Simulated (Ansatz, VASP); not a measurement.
## AlRu in VASP and in Ansatz

Contents of INCAR:

```
PREC     = Accurate       # precision mode
ENCUT    = 500            # plane-wave cutoff, eV
EDIFF    = 1E-6           # SCF threshold, eV
ISMEAR   = 0              # smearing method
SIGMA    = 0.1            # smearing width, eV
LREAL    = False          # projectors in reciprocal space
LASPH    = True           # aspherical terms in the spheres
NELM     = 120            # most SCF steps
ALGO     = Normal         # electronic algorithm
ISIF     = 2              # what is computed and relaxed
LWAVE    = False          # write WAVECAR
LCHARG   = True           # write CHGCAR
GGA      = B5             # functional
ALDAX    = 1.0          
AGGAX    = 1.0          
AGGAC    = 1.0          
ALDAC    = 0.0          
LELF     = True           # ELF
LVHAR    = True         
NBANDS   = 16             # bands
GGA_COMPAT= False
```

File KPOINTS:

```
regular mesh
0
Gamma
  2 2 2
```

Contents of POSCAR:

```
AlRu
1.0
    2.9824954400      0.0000000000      0.0000000000
    0.0000000000      2.9824954400      0.0000000000
    0.0000000000      0.0000000000      2.9824954400
Al Ru
1 1
Direct
    0.0000000000      0.0000000000      0.0000000000
    0.5000000000      0.5000000000      0.5000000000
```

Input for Ansatz:

```yaml
crystal:
  lattice:
    - [2.98249544, 0.0, 0.0]
    - [0.0, 2.98249544, 0.0]
    - [0.0, 0.0, 2.98249544]
  atoms:
    - { symbol: Al, position: [0.0, 0.0, 0.0] }
    - { symbol: Ru, position: [0.5, 0.5, 0.5] }
basis: {}
kpoints:
  mp_grid: { grid: [2, 2, 2] }
hamiltonian:
  xc: blyp
  pseudopotentials: { kind: paw, source: ansatz }
scf:
  occupations: { method: gaussian, width: 0.1 }
  max_iter: 60
output:
  forces: true
  stress: true
  eigenvalues: true
```

Alike in both runs: task single point; functional BLYP; k mesh 2 × 2 × 2; occupations gaussian, width 0.1 eV; no spin polarisation.

|  | VASP | Ansatz |
| --- | --- | --- |
| version | VASP 6.6.1 | Ansatz 0.2.0 |
| potentials or method | VASP PAW PBE potentials, release 64 (Al, Ru_pv) | scalar-relativistic, plane waves, PAW (harder set) |
| plane-wave cutoff (eV) | 500 | 900 |
| valence electrons in the cell | 17 | 27 |

```csv
,VASP,Ansatz,Ansatz less VASP
gap on the k mesh at the Fermi level (eV),none,none,-
pressure (GPa),19.4,18.8,-0.63
```

VASP's potentials were made for PBE, not for BLYP. A gap of «none» marks a metal or a gap that the smearing closes. VASP's potentials hold 17 valence electrons a cell and Ansatz's 27, so a difference there can come from the potentials and not from the codes.

The k mesh is coarse, so the values compare programs but aren't converged.
